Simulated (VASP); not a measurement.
A run of VASP 6.6.1:

Contents of INCAR:

```
ALGO = Fast
EDIFF = 1E-6
ENCUT = 520
GGA = PS
ISIF = 2
ISMEAR = 0
LASPH = True
LCHARG = True
LELF = True
LREAL = False
LVHAR = True
LWAVE = False
NBANDS = 40
NELM = 100
PREC = Accurate
SIGMA = 0.15
```

The input KPOINTS:

```
k-points
0
Gamma
  8 8 10
```

File POSCAR:

```
Al3Ni5
1.0
    3.2933322760     -3.8580747890      0.0000000000
    3.2933322760      3.8580747890      0.0000000000
    0.0000000000      0.0000000000      3.7203545651
Al Ni
3 5
Direct
    0.5000000000      0.5000000000      0.0000000000
    0.7796888787      0.2203111213      0.5000000000
    0.2203111213      0.7796888787      0.5000000000
    0.0000000000      0.0000000000      0.0000000000
    0.0000000000      0.5000000000      0.0000000000
    0.5000000000      0.0000000000      0.0000000000
    0.2762373066      0.2762373066      0.5000000000
    0.7237626934      0.7237626934      0.5000000000
```

Potentials or basis: VASP PAW PBE potentials, release 64 (Al, Ni).

Launch:

```bash
$ cat potpaw_PBE.64/Al/POTCAR potpaw_PBE.64/Ni/POTCAR > POTCAR
$ mpirun -np 1 vasp_std > vasp.out
```

Hardware: 1 thread of Intel Xeon 8259CL (shared host).

Question: How long does it take, and how much memory?

Answer: Run time: 10 min on 1 thread of Intel Xeon 8259CL, on a shared host, peak memory 0.46 GiB. Counts: scf iterations 17, k points 126.
